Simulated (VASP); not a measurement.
# Ti (R-3m) in VASP: further runs

Ti is run at these levels: LDA; tasks: electric field gradients.

All numbers are computed with VASP 6.6.1; they aren't measurements. Logs are shortened: lines on timing, memory, paths and dates and some standing lists are left out, and cuts for length are marked.

### Step 1. The cell of the first run

Symmetry: R-3m, No. 166, trigonal system. Conventional cell: a = 2.842 Å, b = 2.842 Å, c = 7.173 Å, α = 90.00°, β = 90.00°, γ = 120.00°. Ti (site symmetry -3m) has 12 Ti at 2.84 to 2.90 Å within 3.7 Å.

### Step 2. Electric field gradients, LDA (equal xy, yz and zx shear strains of +2 %)

INCAR

```
SYSTEM = Ti
  PREC = Accurate
  ENCUT = 520
  EDIFF = 1E-8
  ISMEAR = -1
  SIGMA = 0.05
  LREAL = .FALSE.
  LASPH = .TRUE.
  NELM = 100
  ALGO = Normal
  ISIF = 2
  LWAVE = .FALSE.
  LCHARG = .FALSE.
  LEFG = .TRUE.
  NBANDS = 12
```

KPOINTS

```
regular mesh
0
G
  15 15 15
  0 0 0
```

POSCAR

```
Ti
1.0
    0.0406000000      2.0503000000      2.0503000000
    2.0503000000      0.0406000000      2.0503000000
    2.0503000000      2.0503000000      0.0406000000
Ti
1
Direct
    0.0000000000      0.0000000000      0.0000000000
```

Potentials or basis: VASP PAW LDA potentials, release 64 (Ti_sv).

On the command line:

```bash
> cat potpaw_LDA.64/Ti_sv/POTCAR > POTCAR
> mpirun -np 1 vasp_std > vasp.out
```

OUTCAR:

```text
SYSTEM = Ti
   PREC = Accurate
   ENCUT = 520
   EDIFF = 1E-8
   ISMEAR = -1
   LREAL = .FALSE.
   LASPH = .TRUE.
   NELM = 100
   ISIF = 2

 ion  position               nearest neighbor table
   1  0.000  0.000  0.000-

  LATTYP: Found a trigonal (rhomboedric) cell.
 ALAT       =     2.8998462959
 COS(alpha) =     0.5197000882

  Lattice vectors:

 A1 = (   0.0406000000,   2.0503000000,   2.0503000000)
 A2 = (   2.0503000000,   0.0406000000,   2.0503000000)
 A3 = (   2.0503000000,   2.0503000000,   0.0406000000)

Analysis of symmetry for initial positions (statically):
=====================================================================
 Subroutine PRICEL returns:
 Original cell was already a primitive cell.

 Routine SETGRP: Setting up the symmetry group for a
 trigonal (rhombohedral) supercell.

 Subroutine GETGRP returns: Found 12 space group operations
 (whereof 12 operations were pure point group operations)
 out of a pool of 12 trial point group operations.

The static configuration has the point symmetry D_3d.

Analysis of symmetry for dynamics (positions and initial velocities):
=====================================================================
 Subroutine PRICEL returns:
 Original cell was already a primitive cell.

 Routine SETGRP: Setting up the symmetry group for a
 trigonal (rhombohedral) supercell.

 Subroutine GETGRP returns: Found 12 space group operations
 (whereof 12 operations were pure point group operations)
 out of a pool of 12 trial point group operations.

The dynamic configuration has the point symmetry D_3d.

 Subroutine INISYM returns: Found 12 space group operations
 (whereof 12 operations are pure point group operations),
 and found     1 'primitive' translations

----------------------------------------------------------------------------------------

                                     Primitive cell

  volume of cell :      16.7259

  direct lattice vectors                    reciprocal lattice vectors
     0.040600000  2.050300000  2.050300000    -0.251232503  0.246354202  0.246354202
     2.050300000  0.040600000  2.050300000     0.246354202 -0.251232503  0.246354202
     2.050300000  2.050300000  0.040600000     0.246354202  0.246354202 -0.251232503

  length of vectors
     2.899846296  2.899846296  2.899846296     0.429532951  0.429532951  0.429532951

  position of ions in fractional coordinates (direct lattice)
     0.000000000  0.000000000  0.000000000

  ion indices of the primitive-cell ions
   primitive index   ion index
                 1           1

----------------------------------------------------------------------------------------

 KPOINTS: regular mesh

Automatic generation of k-mesh.
 Grid dimensions read from file:
 generate k-points for:   15   15   15

 Generating k-lattice:

  Cartesian coordinates                     Fractional coordinates (reciprocal lattice)
    -0.016748834  0.016423613  0.016423613     0.066666667 -0.000000000 -0.000000000
     0.016423613 -0.016748834  0.016423613    -0.000000000  0.066666667 -0.000000000
     0.016423613  0.016423613 -0.016748834    -0.000000000 -0.000000000  0.066666667

  Length of vectors
     0.028635530  0.028635530  0.028635530

  Shift w.r.t. Gamma in fractional coordinates (k-lattice)
     0.000000000  0.000000000  0.000000000

 Subroutine IBZKPT returns following result:
 ===========================================

 Found    344 irreducible k-points:

 Following reciprocal coordinates:
            Coordinates               Weight
  0.000000  0.000000  0.000000      1.000000
  0.066667 -0.000000 -0.000000      6.000000
  0.133333  0.000000  0.000000      6.000000
  0.200000 -0.000000 -0.000000      6.000000
  0.266667  0.000000  0.000000      6.000000
  0.333333  0.000000  0.000000      6.000000
[... 16 lines left out ...]
  0.133333  0.133333  0.000000      6.000000
  0.200000  0.133333 -0.000000     12.000000
 [... further k-points ...]
   k-points           NKPTS =    344   k-points in BZ     NKDIM =    344   number of bands    NBANDS=     12
   number of dos      NEDOS =    301   number of ions     NIONS =      1
   total plane-waves  NPLWV =  13824
   dimension x,y,z NGX =    24 NGY =   24 NGZ =   24
   dimension x,y,z NGXF=    48 NGYF=   48 NGZF=   48
   ions per type =               1
   NGX,Y,Z   is equivalent  to a cutoff of  13.76, 13.76, 13.76 a.u.
   NGXF,Y,Z  is equivalent  to a cutoff of  27.52, 27.52, 27.52 a.u.
 SYSTEM =  Ti
   PREC   = accura    normal or accurate (medium, high low for compatibility)
   ISTART =      0    job   : 0-new  1-cont  2-samecut
   ICHARG =      2    charge: 1-file 2-atom 10-const
   ISPIN  =      1    spin polarized calculation?
   LNONCOLLINEAR =      F non collinear calculations
   LSORBIT =      F    spin-orbit coupling
   LASPH  =      T    aspherical Exc in radial PAW
   ENCUT  =  520.0 eV  38.22 Ry    6.18 a.u.   5.39  5.39  5.39*2*pi/ulx,y,z
   NELM   =    100;   NELMIN=  2; NELMDL= -5     # of ELM steps
   EDIFF  = 0.1E-07   stopping-criterion for ELM
   LREAL  =      F    real-space projection
   EDIFFG = 0.1E-06   stopping-criterion for IOM
   NSW    =      0    number of steps for IOM
   IBRION =     -1    ionic relax: 0-MD 1-quasi-New 2-CG
   NFREE  =      0    steps in history (QN), initial steepest desc. (CG)
   ISIF   =      2    stress and relaxation
   ISYM   =      2    0-nonsym 1-usesym 2-fastsym
   POTIM  = 0.5000    time-step for ionic-motion
   TEBEG  =    0.0;   TEEND  =   0.0 temperature during run
   PSTRESS=    0.0 pullay stress
   NELECT =      12.0000    total number of electrons
   NUPDOWN=      -1.0000    fix difference up-down
   EMIN   =  10.00;   EMAX   =-10.00  energy-range for DOS
   EFERMI =   0.00;   METHOD = LEGACY
   ISMEAR =    -1;   SIGMA  =   0.05  broadening in eV -4-tet -1-fermi 0-gaus
   EFERMI_NEDOS =   21; number of points for ismear=-14 and -15
   IALGO  =     38    algorithm
   IMIX   =      4    mixing-type and parameters
     AMIX     =   0.40;   BMIX     =  1.00
     AMIX_MAG =   1.60;   BMIX_MAG =  1.00
  volume/ion in A,a.u.               =      16.73       112.87
  Fermi-wavevector in a.u.,A,eV,Ry     =   1.465567  2.769520 29.223773  2.147887
  Thomas-Fermi vector in A             =   2.581409
   LORBIT       =      0    0 simple, 1 ext, 2 COOP (PROOUT), +10 PAW based schemes
   GGA     = CA    functional components
   LHFCALC =     F    Hartree Fock is set to
   AEXX    =    0.0000 exact exchange contribution
   IVDW    =     0    specifies the selected vdW correction
   LEPSILON=     F    determine dielectric tensor
   LRPA    =     F    only Hartree local field effects (RPA)
 non-spin polarized calculation
  energy-cutoff  :      520.00
  volume of cell :       16.73
 maximum number of plane-waves:       465
 NGX is ok and might be reduce to    24
   NGX = 11   NGY = 11   NGZ = 11

 number of electron      12.0000000 magnetization

 Free energy of the ion-electron system (eV)
  ---------------------------------------------------
  ext. energy  EPLUGINS =         0.00000000
  ---------------------------------------------------
  free energy    TOTEN  =        -8.49123819 eV

  energy without entropy =       -8.47728518  energy(sigma->0) =       -8.48426168

 E-fermi :   8.3962     XC(G=0): -11.9654

 val. band max:        8.3923964550   @ k =   0.2000   0.2000   0.0667
 cond. band min:       8.3978486496   @ k =  -0.4667   0.4000   0.2667
 fundamental gap:      0.0054521946
 Fermi energy:         8.3962338089

 k-point     1 :       0.0000    0.0000    0.0000
  band No.  band energies     occupation
      1     -47.5712      2.00000
      2     -23.7801      2.00000
      3     -23.7368      2.00000
      4     -23.7368      2.00000
      5       2.2872      2.00000
      6       9.0427      0.00000
      7       9.3523      0.00000
      8       9.3523      0.00000
      9      10.9558      0.00000
     10      10.9558      0.00000
     11      23.9194      0.00000
     12      27.9685      0.00000
[... 331 lines left out ...]
 k-point    24 :       0.2000    0.1333   -0.0000
  band No.  band energies     occupation
      1     -47.5179      2.00000
      2     -23.9722      2.00000
      3     -23.8374      2.00000
      4     -23.8007      2.00000
      5       3.5475      2.00000
      6       8.4319      0.65798
      7       9.6533      0.00000
      8       9.8375      0.00000
      9      10.2860      0.00000
     10      11.2101      0.00000
     11      24.6534      0.00000
     12      25.1190      0.00000

 [... further k-points ...]

------------------------ aborting loop because EDIFF is reached ----------------------------------------

  FORCE on cell =-STRESS in cart. coord.  units (eV):
  Direction    XX          YY          ZZ          XY          YZ          ZX
  --------------------------------------------------------------------------------------
  -------------------------------------------------------------------------------------
  Total       -0.5158600     -0.5158600     -0.5158600     -0.1035125     -0.1035125     -0.1035125
  in kB      -49.4144279    -49.4144279    -49.4144279     -9.9154991     -9.9154991     -9.9154991
  external PRESSURE =     -49.4144279 kB  Pullay stress =       0.0000000 kB

 VOLUME and BASIS-vectors are now :
 -----------------------------------------------------------------------------
  energy-cutoff  :      520.00
  volume of cell :       16.73
      direct lattice vectors                 reciprocal lattice vectors
     0.040600000  2.050300000  2.050300000    -0.251232503  0.246354202  0.246354202
     2.050300000  0.040600000  2.050300000     0.246354202 -0.251232503  0.246354202
     2.050300000  2.050300000  0.040600000     0.246354202  0.246354202 -0.251232503

 POSITION                                       TOTAL-FORCE (eV/Angst)
 -----------------------------------------------------------------------------------
      0.00000      0.00000      0.00000         0.000000     -0.000000     -0.000000
 -----------------------------------------------------------------------------------
    total drift:                               -0.000000     -0.000000     -0.000000

  FREE ENERGIE OF THE ION-ELECTRON SYSTEM (eV)
  ---------------------------------------------------
  free  energy   TOTEN  =        -8.4912381866 eV

  energy  without entropy=       -8.4772851764  energy(sigma->0) =       -8.48426168

 Electric field gradients (V/A^2)
---------------------------------------------------------------------
 ion       V_xx      V_yy      V_zz      V_xy      V_xz      V_yz
---------------------------------------------------------------------
   1      -0.000    -0.000    -0.000    -4.226    -4.226    -4.226
---------------------------------------------------------------------

 Electric field gradients after diagonalization (V/A^2)
 (convention: |V_zz| > |V_xx| > |V_yy|)
----------------------------------------------------------------------
 ion       V_xx      V_yy      V_zz     asymmetry (V_yy - V_xx)/ V_zz
----------------------------------------------------------------------
   1       4.226     4.226    -8.452       0.000
----------------------------------------------------------------------

           NMR quadrupolar parameters

 Cq : quadrupolar parameter    Cq=e*Q*V_zz/h
 eta: asymmetry parameters     (V_yy - V_xx)/ V_zz
 Q  : nuclear electric quadrupole moment in mb (millibarn)
----------------------------------------------------------------------
 ion       Cq(MHz)       eta       Q (mb)
----------------------------------------------------------------------
   1      -0.020       0.000       1.000
----------------------------------------------------------------------
```

Wall time 42 s (1 thread of AMD EPYC 9R45 (Zen 5), shared host); peak memory 0.15 GiB.

What came out:

```yaml
Free_energy: -8.4912 eV
Pressure: -4.9 GPa
Band_gap_on_the_k_mesh: zero (band 6 reaches 9.09 eV, above the bottom of band 7 at 8.06 eV)
```

Stress tensor (GPa, compression positive):
```
-4.94 -0.99 -0.99
-0.99 -4.94 -0.99
-0.99 -0.99 -4.94
```

Levels at points of the mesh, in eV from the Fermi level:
```
           k point  band 3  band 4  band 5  band 6  band 7  band 8  band 9  band 10
(0.00, 0.00, 0.00)  -32.13  -32.13   -6.11    0.65    0.96    0.96    2.56     2.56
```

Electric field gradients, principal values (V/Å²):
| atom | least | middle | greatest (by size) |
| --- | --- | --- | --- |
| 1 Ti | 4.226 | 4.226 | -8.452 |

Caveat: the cell differs from its parent crystal (equal xy, yz and zx shear strains of +2 %); without QUAD_EFG the Cq values of the log hold for a quadrupole moment of 1 mb, not for the nuclei.

### Step 3. Electric field gradients, LDA (equal xy, yz and zx shear strains of +2 %)

INCAR

```
PREC = Accurate
ENCUT = 520
EDIFF = 1E-8
ISMEAR = -1
SIGMA = 0.05
LREAL = False
LASPH = True
NELM = 80
ALGO = Normal
ISIF = 2
LWAVE = False
LCHARG = False
GGA = CA
LEFG = True
NBANDS = 12
```

KPOINTS

```
Automatic mesh
0
Gamma
  15 15 15
```

POSCAR is that of step 2.

Potentials or basis: VASP PAW LDA potentials, release 64 (Ti_sv).

On the command line:

```bash
> cat potpaw_LDA.64/Ti_sv/POTCAR > POTCAR
> mpirun -np 1 vasp_std > vasp.out
```

OUTCAR:

```text
PREC = Accurate
   ENCUT = 520
   EDIFF = 1E-8
   ISMEAR = -1
   LREAL = False
   LASPH = True
   NELM = 80
   ISIF = 2
   GGA = CA

 ion  position               nearest neighbor table
   1  0.000  0.000  0.000-

  LATTYP: Found a trigonal (rhomboedric) cell.
 ALAT       =     2.8998462959
 COS(alpha) =     0.5197000882

  Lattice vectors:

 A1 = (   0.0406000000,   2.0503000000,   2.0503000000)
 A2 = (   2.0503000000,   0.0406000000,   2.0503000000)
 A3 = (   2.0503000000,   2.0503000000,   0.0406000000)

Analysis of symmetry for initial positions (statically):
=====================================================================
 Subroutine PRICEL returns:
 Original cell was already a primitive cell.

 Routine SETGRP: Setting up the symmetry group for a
 trigonal (rhombohedral) supercell.

 Subroutine GETGRP returns: Found 12 space group operations
 (whereof 12 operations were pure point group operations)
 out of a pool of 12 trial point group operations.

The static configuration has the point symmetry D_3d.

Analysis of symmetry for dynamics (positions and initial velocities):
=====================================================================
 Subroutine PRICEL returns:
 Original cell was already a primitive cell.

 Routine SETGRP: Setting up the symmetry group for a
 trigonal (rhombohedral) supercell.

 Subroutine GETGRP returns: Found 12 space group operations
 (whereof 12 operations were pure point group operations)
 out of a pool of 12 trial point group operations.

[... 162 lines left out ...]
      8       9.3523      0.00000
      9      10.9558      0.00000
     10      10.9558      0.00000
     11      23.9194      0.00000
     12      27.9685      0.00000
[... 331 lines left out ...]
 k-point    24 :       0.2000    0.1333   -0.0000
  band No.  band energies     occupation
      1     -47.5179      2.00000
      2     -23.9722      2.00000
      3     -23.8374      2.00000
      4     -23.8007      2.00000
      5       3.5475      2.00000
      6       8.4319      0.65798
      7       9.6533      0.00000
      8       9.8375      0.00000
      9      10.2860      0.00000
     10      11.2101      0.00000
     11      24.6534      0.00000
     12      25.1190      0.00000

 [... further k-points ...]

------------------------ aborting loop because EDIFF is reached ----------------------------------------

  FORCE on cell =-STRESS in cart. coord.  units (eV):
  Direction    XX          YY          ZZ          XY          YZ          ZX
  --------------------------------------------------------------------------------------
  -------------------------------------------------------------------------------------
  Total       -0.5158600     -0.5158600     -0.5158600     -0.1035125     -0.1035125     -0.1035125
  in kB      -49.4144279    -49.4144279    -49.4144279     -9.9154991     -9.9154991     -9.9154991
  external PRESSURE =     -49.4144279 kB  Pullay stress =       0.0000000 kB

 VOLUME and BASIS-vectors are now :
 -----------------------------------------------------------------------------
  energy-cutoff  :      520.00
  volume of cell :       16.73
      direct lattice vectors                 reciprocal lattice vectors
     0.040600000  2.050300000  2.050300000    -0.251232503  0.246354202  0.246354202
     2.050300000  0.040600000  2.050300000     0.246354202 -0.251232503  0.246354202
     2.050300000  2.050300000  0.040600000     0.246354202  0.246354202 -0.251232503

 POSITION                                       TOTAL-FORCE (eV/Angst)
 -----------------------------------------------------------------------------------
      0.00000      0.00000      0.00000         0.000000     -0.000000     -0.000000
 -----------------------------------------------------------------------------------
    total drift:                               -0.000000     -0.000000     -0.000000

  FREE ENERGIE OF THE ION-ELECTRON SYSTEM (eV)
  ---------------------------------------------------
  free  energy   TOTEN  =        -8.4912381866 eV

  energy  without entropy=       -8.4772851764  energy(sigma->0) =       -8.48426168

 Electric field gradients (V/A^2)
---------------------------------------------------------------------
 ion       V_xx      V_yy      V_zz      V_xy      V_xz      V_yz
---------------------------------------------------------------------
   1      -0.000    -0.000    -0.000    -4.226    -4.226    -4.226
---------------------------------------------------------------------

 Electric field gradients after diagonalization (V/A^2)
 (convention: |V_zz| > |V_xx| > |V_yy|)
----------------------------------------------------------------------
 ion       V_xx      V_yy      V_zz     asymmetry (V_yy - V_xx)/ V_zz
----------------------------------------------------------------------
   1       4.226     4.226    -8.452       0.000
----------------------------------------------------------------------

           NMR quadrupolar parameters

 Cq : quadrupolar parameter    Cq=e*Q*V_zz/h
 eta: asymmetry parameters     (V_yy - V_xx)/ V_zz
 Q  : nuclear electric quadrupole moment in mb (millibarn)
----------------------------------------------------------------------
 ion       Cq(MHz)       eta       Q (mb)
----------------------------------------------------------------------
   1      -0.020       0.000       1.000
----------------------------------------------------------------------
```

Wall time 45 s (1 thread of AMD EPYC 9R45 (Zen 5), shared host); peak memory 0.15 GiB.

Results:

```yaml
Free_energy: -8.4912 eV
Pressure: -4.9 GPa
Band_gap_on_the_k_mesh: zero (band 6 reaches 9.09 eV, above the bottom of band 7 at 8.06 eV)
```

Stress tensor (GPa, compression positive):
```
-4.94 -0.99 -0.99
-0.99 -4.94 -0.99
-0.99 -0.99 -4.94
```

Electric field gradients, principal values (V/Å²):
```csv
atom,least,middle,greatest (by size)
1 Ti,4.226,4.226,-8.452
```

Caveat: the cell differs from its parent crystal (equal xy, yz and zx shear strains of +2 %); without QUAD_EFG the Cq values of the log hold for a quadrupole moment of 1 mb, not for the nuclei.

(Continued in part 2 of 2.)
